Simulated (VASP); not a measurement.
Wanted: the native input for a VASP 6.6.1 run.

```yaml
Task: single point
Functional: LDA
Potentials_or_basis: VASP PAW LDA potentials, release 64 (Ni)
Cutoff: 600 eV
k_mesh: 22 × 22 × 22
Occupations: gaussian, width 0.15 eV
Spin: collinear spin, ferromagnetic start
Starting_moments: "[0.7] μB"
Dipole_correction: no
Further_INCAR_settings: ALGO = Normal; EDIFF = 1e-06; NBANDS = 15
```

The structure of Ni lies in POSCAR:

```
Ni
1.0
    0.0000000000      1.7763307580      1.5837165794
    1.7763307580      0.0000000000      1.5837165794
    1.7763307580      1.7763307580      0.0000000000
Ni
1
Direct
    0.0000000000      0.0000000000      0.0000000000
```

These files were run (other wordings do the same):

INCAR

```
  PREC = Accurate
  ENCUT = 600
  EDIFF = 1E-6
  ISMEAR = 0
  SIGMA = 0.15
  LREAL = False
  LASPH = True
  NELM = 200
  ALGO = Normal
  ISIF = 2
  LWAVE = False
  LCHARG = False
  ISPIN = 2
  MAGMOM = 0.7
  LORBIT = 11
  LMAXMIX = 4
  NBANDS = 15
  GGA_COMPAT = False
```

KPOINTS

```
Automatic mesh
0
Gamma
  22 22 22
```

Potentials or basis: VASP PAW LDA potentials, release 64 (Ni).

The run is started by

```console
$ cat potpaw_LDA.64/Ni/POTCAR > POTCAR
$ mpirun -np 1 vasp_std > vasp.out
```

It gave:

```
Pressure                                              : 1.4 GPa
Net moment                                            : 0.55 μB per cell
Site moments                                          : Ni +0.55 μB
Valence electrons inside the program's atomic spheres : Ni 9.48
```

Caveat: the stress differs along the axes, from -2 to 8 GPa.

It took 5.2 min on 1 thread of Oxide Virtual Turin-like Processor, with other jobs on the host, peak memory 0.28 GiB.
